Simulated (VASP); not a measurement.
Set up this calculation in VASP 6.6.1, as the native input.

```
Task                   : relaxation of cell and atoms
Functional             : PBE
Potentials or basis    : VASP PAW PBE potentials, release 64 (Ti_sv, Co)
Cutoff                 : 600 eV
k mesh                 : 14 × 14 × 14
Occupations            : gaussian, width 0.1 eV
Spin                   : collinear spin, ferromagnetic start
Starting moments       : [0.0, 1.03] μB
Target pressure        : 12 GPa
Dipole correction      : no
Further INCAR settings : ALGO = Normal; EDIFF = 1e-06; IBRION = 2; EDIFFG = -0.008; NSW = 70; ISIF = 3
```

The structure of TiCo lies in POSCAR:

```
TiCo
1.0
    2.9210086314      0.0000000000      0.0000000000
    0.0000000000      2.9210086314      0.0000000000
    0.0000000000      0.0000000000      2.9210086314
Ti Co
1 1
Direct
    0.0000000000      0.0000000000      0.0000000000
    0.5000000000      0.5000000000      0.5000000000
```

The input as run:

INCAR

```
SYSTEM = TiCo
ALGO = Normal
EDIFF = 1E-6
EDIFFG = -0.008
ENCUT = 600
GGA = PE
IBRION = 2
ISIF = 3
ISMEAR = 0
ISPIN = 2
LASPH = .TRUE.
LCHARG = .FALSE.
LMAXMIX = 4
LORBIT = 11
LREAL = .FALSE.
LWAVE = .FALSE.
MAGMOM = 0 1.03
NELM = 150
NSW = 70
PREC = Accurate
PSTRESS = 120.0
SIGMA = 0.1
```

KPOINTS

```
k-points
0
G
  14 14 14
  0 0 0
```

Potentials or basis: VASP PAW PBE potentials, release 64 (Ti_sv, Co).

The run is started by

```console
$ cat potpaw_PBE.64/Ti_sv/POTCAR potpaw_PBE.64/Co/POTCAR > POTCAR
$ mpirun -np 1 vasp_std > vasp.out
```

Results of the run:

The relaxed volume is 12.41 Å³/atom and the relaxed cell is a = 2.917 Å, b = 2.917 Å, c = 2.917 Å, α = 90.00°, β = 90.00°, γ = 90.00°. The space group after relaxing (to 0.05 Å) is Pm-3m (No. 221) and the energy change on relaxing (the enthalpy is what falls) is +3.8 meV/atom. The ionic steps are 3 and the pressure after relaxing is 11.9 GPa. The net moment is 0.71 μB per cell. The site moments are Ti +0.00; Co +0.73 μB. The valence electrons inside the program's atomic spheres are Ti 10.39; Co 8.41.

Caveat: the cell is relaxed towards a set pressure, so the enthalpy falls and the energy may rise.

Run time: 10 min on 1 thread of AMD EPYC 7R13 (shared host), peak memory 0.2 GiB.
